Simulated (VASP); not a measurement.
Al: single point with r2SCAN

Crystal: Al.

```
Al
1.0
     1.98137    1.98137    0.00000
    -1.98137    1.98137    0.00000
     0.00000    0.00000    4.11246
Al
2
Direct
  0.00000 0.00000 0.00000
  0.50000 0.50000 0.50000
```

This cell differs from its parent crystal: uniaxial strain along c: +3.0 %.

| Quantity | Value |
| --- | --- |
| Program | VASP 6.6.1 |
| Task | single point |
| Functional | r2SCAN |
| Potentials or basis | VASP PAW PBE potentials, release 64 (Al) |
| Cutoff | 520 eV |
| k mesh | 18 × 18 × 14 |
| Occupations | gaussian, width 0.1 eV |
| Spin | no spin polarisation |
| Dipole correction | no |
| Further INCAR settings | ALGO = Normal; EDIFF = 1e-06; NBANDS = 10 |

The pressure is -1.5 GPa and the band gap on the k mesh is zero (bands 3 and 4 overlap by 12.48 eV).

Stress tensor (GPa, compression positive):
```
-0.45  0.00  0.00
 0.00 -0.45  0.00
 0.00  0.00 -3.68
```

Levels at points of the mesh, in eV from the Fermi level:
```
           k point  band 1  band 2  band 3  band 4  band 5  band 6  band 7  band 8
(0.00, 0.00, 0.00)  -12.02   -3.61   -2.21    5.76    6.59    6.59   10.59   13.15
(0.50, 0.00, 0.00)   -7.10   -7.10    1.00    1.00    2.64    2.64   10.85   10.85
(0.50, 0.50, 0.00)   -3.03   -3.03   -1.42   -1.42    5.31    5.31    5.72    5.72
(0.00, 0.00, 0.50)   -9.71   -9.71    7.90    7.90    8.03    8.03    8.54    8.54
(0.50, 0.00, 0.50)   -5.11   -5.11   -4.58   -4.58   11.67   11.67   11.95   11.95
(0.50, 0.50, 0.50)   -0.91   -0.91   -0.91   -0.91    0.13    0.13    1.79    1.79
```

Run time: 110 s on 1 thread of Intel(R) Xeon(R) 6975P-C (Granite Rapids), with other jobs on the host, peak memory 0.23 GiB.

Caveat: the cell differs from its parent crystal (uniaxial strain along c: +3.0 %); the PAW data sets were made with another functional, which shifts forces and pressure a little.
